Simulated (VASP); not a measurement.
# TePt (P6_3/mmc) in VASP: single point with LDA

Aim: the single point of TePt with LDA.

Everything below comes from runs of VASP 6.6.1. Logs are shortened: lines on timing, memory, paths and dates and some standing lists are left out, and cuts for length are marked.

### 1 The cell of the first run

Symmetry: P6_3/mmc, No. 194, hexagonal system. Conventional cell: a = 4.254 Å, b = 4.254 Å, c = 5.576 Å, α = 90.00°, β = 90.00°, γ = 120.00°. Within 3.7 Å of Te (site symmetry -6m2) lie 6 Pt at 2.82 Å. Pt (site symmetry -3m) has 2 Pt at 2.79 Å and 6 Te at 2.82 Å within 3.7 Å.

### 2 Single point, LDA, collinear spin, ferromagnetic start

INCAR reads:

```
  PREC = Accurate
  ENCUT = 520
  EDIFF = 1E-6
  ISMEAR = 0
  SIGMA = 0.15
  LREAL = False
  LASPH = True
  NELM = 150
  ALGO = Normal
  ISIF = 2
  LWAVE = False
  LCHARG = False
  ISPIN = 2
  MAGMOM = 0 0 0.5 0.5
  LORBIT = 11
  NUPDOWN = 1.0
  LMAXMIX = 4
  NBANDS = 28
```

KPOINTS reads:

```
Automatic mesh
0
Gamma
  12 12 8
```

POSCAR reads:

```
TePt
1.0
    4.2535368066      0.0000000000      0.0000000000
   -2.1267684033      3.6836709304      0.0000000000
    0.0000000000      0.0000000000      5.5764926886
Te Pt
2 2
Direct
    0.3333333333      0.6666666667      0.2500000000
    0.6666666667      0.3333333333      0.7500000000
    0.0000000000      0.0000000000      0.0000000000
    0.0000000000      0.0000000000      0.5000000000
```

Potentials or basis: VASP PAW LDA potentials, release 64 (Te, Pt).

Run with:

```sh
$ cat potpaw_LDA.64/Te/POTCAR potpaw_LDA.64/Pt/POTCAR > POTCAR
$ mpirun -np 1 vasp_std > vasp.out
```

OUTCAR:

```text
PREC = Accurate
   ENCUT = 520
   EDIFF = 1E-6
   ISMEAR = 0
   LREAL = False
   LASPH = True
   NELM = 150
   ISIF = 2
   ISPIN = 2
   LORBIT = 11
   NUPDOWN = 1.0

 ion  position               nearest neighbor table
   1  0.333  0.667  0.250-   3 2.82   4 2.82   3 2.82   4 2.82   3 2.82   4 2.82
   2  0.667  0.333  0.750-   3 2.82   4 2.82   3 2.82   4 2.82   3 2.82   4 2.82
   3  0.000  0.000  0.000-   4 2.79   4 2.79   1 2.82   2 2.82   1 2.82   2 2.82   2 2.82   1 2.82

   4  0.000  0.000  0.500-   3 2.79   3 2.79   1 2.82   2 2.82   1 2.82   2 2.82   2 2.82   1 2.82

  LATTYP: Found a hexagonal cell.
 ALAT       =     4.2535368066
 C/A-ratio  =     1.3110249052

  Lattice vectors:

 A1 = (   4.2535368066,   0.0000000000,   0.0000000000)
 A2 = (  -2.1267684033,   3.6836709304,   0.0000000000)
 A3 = (   0.0000000000,   0.0000000000,   5.5764926886)

Analysis of symmetry for initial positions (statically):
=====================================================================
 Subroutine PRICEL returns:
 Original cell was already a primitive cell.

 Routine SETGRP: Setting up the symmetry group for a
 hexagonal supercell.

 Subroutine GETGRP returns: Found 24 space group operations
 (whereof 12 operations were pure point group operations)
 out of a pool of 24 trial point group operations.

The static configuration has the point symmetry D_3d.
 The point group associated with its full space group is D_6h.

Analysis of symmetry for dynamics (positions and initial velocities):
=====================================================================
 Subroutine PRICEL returns:
 Original cell was already a primitive cell.

 Routine SETGRP: Setting up the symmetry group for a
 hexagonal supercell.

 Subroutine GETGRP returns: Found 24 space group operations
 (whereof 12 operations were pure point group operations)
 out of a pool of 24 trial point group operations.

The dynamic configuration has the point symmetry D_3d.
 The point group associated with its full space group is D_6h.

Analysis of structural, dynamic, and magnetic symmetry:
=====================================================================
 Subroutine PRICEL returns:
 Original cell was already a primitive cell.

 Routine SETGRP: Setting up the symmetry group for a
 hexagonal supercell.

 Subroutine GETGRP returns: Found 24 space group operations
 (whereof 12 operations were pure point group operations)
 out of a pool of 24 trial point group operations.

The overall configuration has the point symmetry D_3d.
 The point group associated with its full space group is D_6h.

 Subroutine INISYM returns: Found 24 space group operations
 (whereof 12 operations are pure point group operations),
 and found     1 'primitive' translations

----------------------------------------------------------------------------------------

                                     Primitive cell

  volume of cell :      87.3760

  direct lattice vectors                    reciprocal lattice vectors
     4.253536807  0.000000000  0.000000000     0.235098471  0.135734166  0.000000000
    -2.126768403  3.683670930  0.000000000     0.000000000  0.271468331  0.000000000
     0.000000000  0.000000000  5.576492689     0.000000000  0.000000000  0.179324184

  length of vectors
     4.253536807  4.253536807  5.576492689     0.271468331  0.271468331  0.179324184

  position of ions in fractional coordinates (direct lattice)
     0.333333333  0.666666667  0.250000000
     0.666666667  0.333333333  0.750000000
     0.000000000  0.000000000  0.000000000
     0.000000000  0.000000000  0.500000000

  ion indices of the primitive-cell ions
   primitive index   ion index
                 1           1
                 2           2
                 3           3
                 4           4

----------------------------------------------------------------------------------------

 KPOINTS: Automatic mesh

Automatic generation of k-mesh.
 Grid dimensions read from file:
 generate k-points for:   12   12    8

 Generating k-lattice:

  Cartesian coordinates                     Fractional coordinates (reciprocal lattice)
     0.019591539  0.011311180  0.000000000     0.083333333 -0.000000000  0.000000000
     0.000000000  0.022622361  0.000000000     0.000000000  0.083333333  0.000000000
     0.000000000  0.000000000  0.022415523     0.000000000  0.000000000  0.125000000

  Length of vectors
     0.022622361  0.022622361  0.022415523

  Shift w.r.t. Gamma in fractional coordinates (k-lattice)
     0.000000000  0.000000000  0.000000000

 Subroutine IBZKPT returns following result:
 ===========================================

 Found     95 irreducible k-points:

 Following reciprocal coordinates:
            Coordinates               Weight
  0.000000  0.000000  0.000000      1.000000
  0.083333  0.000000  0.000000      6.000000
  0.166667  0.000000  0.000000      6.000000
  0.250000  0.000000  0.000000      6.000000
  0.333333  0.000000  0.000000      6.000000
  0.416667  0.000000  0.000000      6.000000
[... 16 lines left out ...]
  0.250000  0.000000  0.125000     12.000000
  0.333333  0.000000  0.125000     12.000000
 [... further k-points ...]
   k-points           NKPTS =     95   k-points in BZ     NKDIM =     95   number of bands    NBANDS=     28
   number of dos      NEDOS =    301   number of ions     NIONS =      4
   total plane-waves  NPLWV =  43008
   dimension x,y,z NGX =    32 NGY =   32 NGZ =   42
   dimension x,y,z NGXF=    64 NGYF=   64 NGZF=   84
   ions per type =               2   2
   NGX,Y,Z   is equivalent  to a cutoff of  12.51, 12.51, 12.52 a.u.
   NGXF,Y,Z  is equivalent  to a cutoff of  25.01, 25.01, 25.04 a.u.
 SYSTEM =  unknown system
   PREC   = accura    normal or accurate (medium, high low for compatibility)
   ISTART =      0    job   : 0-new  1-cont  2-samecut
   ICHARG =      2    charge: 1-file 2-atom 10-const
   ISPIN  =      2    spin polarized calculation?
   LNONCOLLINEAR =      F non collinear calculations
   LSORBIT =      F    spin-orbit coupling
   LASPH  =      T    aspherical Exc in radial PAW
   ENCUT  =  520.0 eV  38.22 Ry    6.18 a.u.   7.91  7.91 10.37*2*pi/ulx,y,z
   NELM   =    150;   NELMIN=  2; NELMDL= -5     # of ELM steps
   EDIFF  = 0.1E-05   stopping-criterion for ELM
   LREAL  =      F    real-space projection
   EDIFFG = 0.1E-04   stopping-criterion for IOM
   NSW    =      0    number of steps for IOM
   IBRION =     -1    ionic relax: 0-MD 1-quasi-New 2-CG
   NFREE  =      0    steps in history (QN), initial steepest desc. (CG)
   ISIF   =      2    stress and relaxation
   ISYM   =      2    0-nonsym 1-usesym 2-fastsym
   POTIM  = 0.5000    time-step for ionic-motion
   TEBEG  =    0.0;   TEEND  =   0.0 temperature during run
   PSTRESS=    0.0 pullay stress
   NELECT =      32.0000    total number of electrons
   NUPDOWN=       1.0000    fix difference up-down
   EMIN   =  10.00;   EMAX   =-10.00  energy-range for DOS
   EFERMI =   0.00;   METHOD = LEGACY
   ISMEAR =     0;   SIGMA  =   0.15  broadening in eV -4-tet -1-fermi 0-gaus
   EFERMI_NEDOS =   21; number of points for ismear=-14 and -15
   IALGO  =     38    algorithm
   IMIX   =      4    mixing-type and parameters
     AMIX     =   0.40;   BMIX     =  1.00
     AMIX_MAG =   1.60;   BMIX_MAG =  1.00
  volume/ion in A,a.u.               =      21.84       147.41
  Fermi-wavevector in a.u.,A,eV,Ry     =   1.171280  2.213398 18.665793  1.371897
  Thomas-Fermi vector in A             =   2.307726
   LORBIT       =     11    0 simple, 1 ext, 2 COOP (PROOUT), +10 PAW based schemes
   GGA     = CA    functional components
   LHFCALC =     F    Hartree Fock is set to
   AEXX    =    0.0000 exact exchange contribution
   IVDW    =     0    specifies the selected vdW correction
   LEPSILON=     F    determine dielectric tensor
   LRPA    =     F    only Hartree local field effects (RPA)
 spin polarized calculation
 Gauss-broadening in eV      SIGMA  =   0.15
  energy-cutoff  :      520.00
  volume of cell :       87.38
 maximum number of plane-waves:      2385
 NGX is ok and might be reduce to    32
   NGX = 15   NGY = 15   NGZ = 21

 number of electron      32.0000000 magnetization       1.0000000

 Free energy of the ion-electron system (eV)
  ---------------------------------------------------
  ext. energy  EPLUGINS =         0.00000000
  ---------------------------------------------------
  free energy    TOTEN  =       -23.26426072 eV

  energy without entropy =      -23.23918722  energy(sigma->0) =      -23.25172397

 E-fermi :   8.8065     XC(G=0): -11.3323

 val. band max:        9.5766250577   @ k =   0.0833   0.0833   0.3750
 cond. band min:       8.8183637622   @ k =   0.2500   0.0833   0.1250
 fundamental gap:     -0.7582612955
 Fermi energy:         9.5793704225

 spin component 1

 k-point     1 :       0.0000    0.0000    0.0000
  band No.  band energies     occupation
      1      -4.7723      1.00000
      2      -2.1525      1.00000
      3       2.0805      1.00000
      4       3.1141      1.00000
      5       3.1141      1.00000
      6       3.6652      1.00000
[... 20 lines left out ...]
     27      17.6140      0.00000
[... 691 lines left out ...]
      6       4.1208      1.00000
[... 20 lines left out ...]
     27      19.8311      0.00000
     28      20.0019      0.00000

 [... further k-points ...]

 spin component 2

 k-point     1 :       0.0000    0.0000    0.0000
  band No.  band energies     occupation
      1      -4.6480      1.00000
      2      -2.0228      1.00000
      3       2.2071      1.00000
      4       3.2513      1.00000
      5       3.2513      1.00000
      6       3.8009      1.00000
[... 20 lines left out ...]
     27      17.7430      0.00000
[... 691 lines left out ...]
      6       4.2503      1.00000
[... 20 lines left out ...]
     27      19.9341      0.00000
     28      20.1160      0.00000

 [... further k-points ...]
[... 5 lines left out ...]
  --------------------------------------------------------------------------------------
  -------------------------------------------------------------------------------------
  Total       -2.3824292     -2.3824292     -2.7137730      0.0000000     -0.0000000     -0.0000000
  in kB      -43.6856131    -43.6856131    -49.7613259      0.0000000     -0.0000000     -0.0000000
  external PRESSURE =     -45.7108507 kB  Pullay stress =       0.0000000 kB

 VOLUME and BASIS-vectors are now :
 -----------------------------------------------------------------------------
  energy-cutoff  :      520.00
  volume of cell :       87.38
      direct lattice vectors                 reciprocal lattice vectors
     4.253536807  0.000000000  0.000000000     0.235098471  0.135734166  0.000000000
    -2.126768403  3.683670930  0.000000000     0.000000000  0.271468331  0.000000000
     0.000000000  0.000000000  5.576492689     0.000000000  0.000000000  0.179324184

 POSITION                                       TOTAL-FORCE (eV/Angst)
 -----------------------------------------------------------------------------------
     -0.00000      2.45578      1.39412        -0.000000      0.000000      0.000000
      2.12677      1.22789      4.18237         0.000000     -0.000000      0.000000
      0.00000      0.00000      0.00000         0.000000     -0.000000      0.000000
      0.00000      0.00000      2.78825        -0.000000     -0.000000      0.000000
 -----------------------------------------------------------------------------------
    total drift:                               -0.000000      0.000000      0.000000

  FREE ENERGIE OF THE ION-ELECTRON SYSTEM (eV)
  ---------------------------------------------------
  free  energy   TOTEN  =       -23.2642607228 eV

  energy  without entropy=      -23.2391872163  energy(sigma->0) =      -23.25172397

 total charge

# of ion       s       p       d       tot
------------------------------------------
    1        1.418   1.779   0.097   3.294
    2        1.418   1.779   0.097   3.294
    3        0.618   0.486   8.194   9.299
    4        0.618   0.486   8.194   9.299
--------------------------------------------------
tot          4.073   4.530  16.583  25.186

 magnetization (x)

# of ion       s       p       d       tot
------------------------------------------
    1        0.021   0.116   0.006   0.143
    2        0.021   0.116   0.006   0.143
    3        0.010   0.029   0.210   0.250
    4        0.010   0.029   0.210   0.250
--------------------------------------------------
tot          0.063   0.291   0.432   0.786
```

Wall time 3.5 min (1 thread of Intel Xeon Platinum 8488C (Sapphire Rapids), shared host); peak memory 0.42 GiB.

Results:

```
Free energy                                           : -23.2643 eV
Pressure                                              : -4.6 GPa
Net moment                                            : 1.00 μB per cell
Site moments                                          : Te +0.14; Pt +0.25 μB
Valence electrons inside the program's atomic spheres : Te 3.29; Pt 9.30
```

Caveat: spin-orbit coupling is left out, which moves the levels of the heavy elements; the total moment is fixed, so each spin has its own Fermi level.
